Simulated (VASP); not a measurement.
A run of VASP 6.6.1:

File INCAR:

```
SYSTEM = LiCd
PREC = Accurate
ENCUT = 520
EDIFF = 1E-6
ISMEAR = -1
SIGMA = 0.1
LREAL = .FALSE.
LASPH = .TRUE.
NELM = 60
ALGO = Normal
ISIF = 2
LWAVE = .FALSE.
LCHARG = .TRUE.
GGA = PS
LELF = .TRUE.
LVHAR = .TRUE.
NBANDS = 23
```

The input KPOINTS:

```
regular mesh
0
G
  8 8 8
  0 0 0
```

File POSCAR:

```
LiCd
1.0
    0.0000000000      3.3008324276      3.3008324276
    3.3008324276      0.0000000000      3.3008324276
    3.3008324276      3.3008324276      0.0000000000
Cd Li
2 2
Direct
    0.5000000000      0.5000000000      0.5000000000
    0.7500000000      0.7500000000      0.7500000000
    0.0000000000      0.0000000000      0.0000000000
    0.2500000000      0.2500000000      0.2500000000
```

Potentials or basis: VASP PAW PBE potentials, release 64 (Cd, Li_sv).

The run is started by

```bash
$ cat potpaw_PBE.64/Cd/POTCAR potpaw_PBE.64/Li_sv/POTCAR > POTCAR
$ mpirun -np 1 vasp_std > vasp.out
```

Hardware: 1 thread of Intel Xeon 8259CL, with other jobs on the host.

Problem. How long does it take, and how much memory?

Solution. Wall time 76 s on 1 thread of Intel Xeon 8259CL (shared host), peak memory 0.22 GiB. Counts: scf iterations 11, k points 29.
